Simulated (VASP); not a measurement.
Here is a VASP 6.6.1 calculation.

File INCAR:

```
SYSTEM = VO2
ALGO = Normal ; EDIFF = 1E-6
ENCUT = 600 ; GGA = PE
GGA_COMPAT = .False. ; ISIF = 2
ISMEAR = 0 ; ISPIN = 2
LASPH = .True. ; LCHARG = .False.
LMAXMIX = 4 ; LORBIT = 11
LREAL = .False. ; LWAVE = .False.
MAGMOM = 0.92 0.92 0 0 0 0 ; NBANDS = 38
NELM = 200 ; PREC = Accurate
SIGMA = 0.1
```

The input KPOINTS:

```
k-points
0
Gamma
  8 8 12
  0 0 0
```

POSCAR

```
VO2
1.0
    4.4361517027      0.0000000000      0.0000000000
    0.0000000000      4.4361517027      0.0000000000
    0.0000000000      0.0000000000      2.7574047134
V O
2 4
Direct
    0.0000000000      0.0000000000      0.0000000000
    0.5000000000      0.5000000000      0.5000000000
    0.2966700280      0.2966700280      0.0000000000
    0.2033299720      0.7966700280      0.5000000000
    0.7033299720      0.7033299720      0.0000000000
    0.7966700280      0.2033299720      0.5000000000
```

Potentials or basis: VASP PAW PBE potentials, release 64 (V_sv, O).

Launch:

```bash
$ cat potpaw_PBE.64/V_sv/POTCAR potpaw_PBE.64/O/POTCAR > POTCAR
$ mpirun -np 1 vasp_std > vasp.out
```

Q: Estimate the site moments.

A: V +1.00; O -0.04 μB.

Q: Estimate the net moment.

A: 1.97 μB per cell.

Q: Predict the pressure.

A: 27.6 GPa.

Stress tensor (GPa, compression positive):
```
27.48  0.00  0.00
 0.00 27.48  0.00
 0.00  0.00 27.84
```

Caveat: the cell stands under pressure.
